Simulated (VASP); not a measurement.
Runs of VASP 6.6.1 on SnTe. The structure is that of space group Fm-3m (No. 225), or close to it. The cells are those of the table. 

| level | spin | cell | gap on the mesh (eV) | pressure (GPa) | moment (μB) |
| --- | --- | --- | --- | --- | --- |
| r2SCAN | off | a = 4.533, b = 4.533, c = 4.510 Å, angles 60.2, 60.2, 59.7°, 2 atoms | 0.16 | -0.5 | - |
| PBE | off | a = 4.510 Å, angles 60.0°, 2 atoms | (a) | 0.6 | - |
| r2SCAN | non-collinear, zero start, SOC | a = 4.533, b = 4.533, c = 4.510 Å, angles 60.2, 60.2, 59.7°, 2 atoms | - | -0.6 | 0.00 |
| r2SCAN | non-collinear, zero start, SOC | a = 4.510 Å, angles 60.0°, 2 atoms | - | (b) | 0.00 |
| r2SCAN | non-collinear, zero start, SOC | a = 4.488, b = 4.488, c = 4.510 Å, angles 59.8, 59.8, 60.3°, 2 atoms | - | 0.3 | 0.00 |

Alike in all rows: task single point; potentials or basis VASP PAW PBE potentials, release 64 (Sn_d, Te); k mesh 8 × 8 × 8; cutoff (eV) 520; smearing fermi-dirac 0.02 eV.

Question: Fill in the values left out.

Answer: (a) 0.01; (b) -0.2.

Caveats: the PAW data sets were made with another functional, which shifts forces and pressure a little (at least some runs); spin-orbit coupling is left out, which moves the levels of the heavy elements (at least some runs).

A k mesh can miss the band edges, and rows without SOC leave out spin-orbit coupling on Sn, Te.
